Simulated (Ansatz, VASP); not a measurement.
This is a calculation of Au for Ansatz 0.2.0.

File input.yaml:

```yaml
crystal:
  lattice:
    - [0.0, 2.0617793868, 2.0617793868]
    - [2.0617793868, 0.0, 2.0617793868]
    - [2.0617793868, 2.0617793868, 0.0]
  atoms:
    - { symbol: Au, position: [0.0, 0.0, 0.0] }
hamiltonian:
  xc: { exchange: slater, correlation: vwn5 }
  pseudopotentials: { kind: paw }
kpoints:
  mp_grid: { grid: [11, 11, 11] }
scf:
  occupations: { method: fermi_dirac, width: 0.05 }
output:
  forces: true
  stress: true
  eigenvalues: true
```

Potentials or basis: Ansatz PAW.

Launch:

```sh
$ ansatz run input.yaml --threads 2 --pin off --max-ram 5120MiB --backend cpu --events-out ev --progress --plain --runs-dir out
```

Q: Set up the same calculation for VASP 6.6.1. Potentials there: VASP PAW PBE potentials, release 64 (Au).

A: As run (the cutoff follows the program's own potentials):

INCAR

```
SYSTEM = Au
PREC = Accurate ; ENCUT = 520
EDIFF = 1E-6 ; ISMEAR = -1
SIGMA = 0.05 ; LREAL = .False.
LASPH = .True. ; NELM = 60
ALGO = Normal ; ISIF = 2
LWAVE = .False. ; LCHARG = .False.
GGA = VW ; NBANDS = 12
```

KPOINTS

```
Automatic mesh
0
Gamma
  11 11 11
  0 0 0
```

File POSCAR:

```
Au
1.0
    0.0000000000      2.0617793868      2.0617793868
    2.0617793868      0.0000000000      2.0617793868
    2.0617793868      2.0617793868      0.0000000000
Au
1
Direct
    0.0000000000      0.0000000000      0.0000000000
```

Potentials or basis: VASP PAW PBE potentials, release 64 (Au).

Run with:

```console
$ cat potpaw_PBE.64/Au/POTCAR > POTCAR
$ mpirun -np 1 vasp_std > vasp.out
```

Both were run:

|  | VASP | Ansatz | Ansatz less VASP |
| --- | --- | --- | --- |
| gap on the k mesh at the Fermi level (eV) | none | none | - |
| pressure (GPa) | -9.6 | -9.4 | +0.24 |

VASP's potentials were made for PBE, not for SVWN5. A gap of «none» marks a metal or a gap that the smearing closes. The functional is the same, so the differences come from potentials, cutoffs and numerics. VASP's potentials hold 11 valence electrons a cell and Ansatz's 19, so a difference there can come from the potentials and not from the codes.

Neither program's run includes spin-orbit coupling.
